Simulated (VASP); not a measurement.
A run of VASP 6.6.1 is set up as follows.

The input INCAR:

```
PREC = Accurate
ENCUT = 520
EDIFF = 1E-6
ISMEAR = -1
SIGMA = 0.08
LREAL = F
LASPH = T
NELM = 100
ALGO = Normal
ISIF = 2
LWAVE = F
LCHARG = F
GGA = PS
NBANDS = 30
```

Contents of KPOINTS:

```
regular mesh
0
Gamma
  8 8 8
```

Contents of POSCAR:

```
BiPd3
1.0
    0.0000000000      3.2344642820      3.2344642820
    3.2344642820      0.0000000000      3.2344642820
    3.2344642820      3.2344642820      0.0000000000
Bi Pd
1 3
Direct
    0.5000000000      0.5000000000      0.5000000000
    0.7500000000      0.7500000000      0.7500000000
    0.2500000000      0.2500000000      0.2500000000
    0.0000000000      0.0000000000      0.0000000000
```

Potentials or basis: VASP PAW PBE potentials, release 64 (Bi_d, Pd).

The run is started by

```sh
$ cat potpaw_PBE.64/Bi_d/POTCAR potpaw_PBE.64/Pd/POTCAR > POTCAR
$ mpirun -np 1 vasp_std > vasp.out
```

**Question.** Estimate the pressure.

**Answer.** 0.0 GPa.

Caveat: the PAW data sets were made with another functional, which shifts forces and pressure a little.
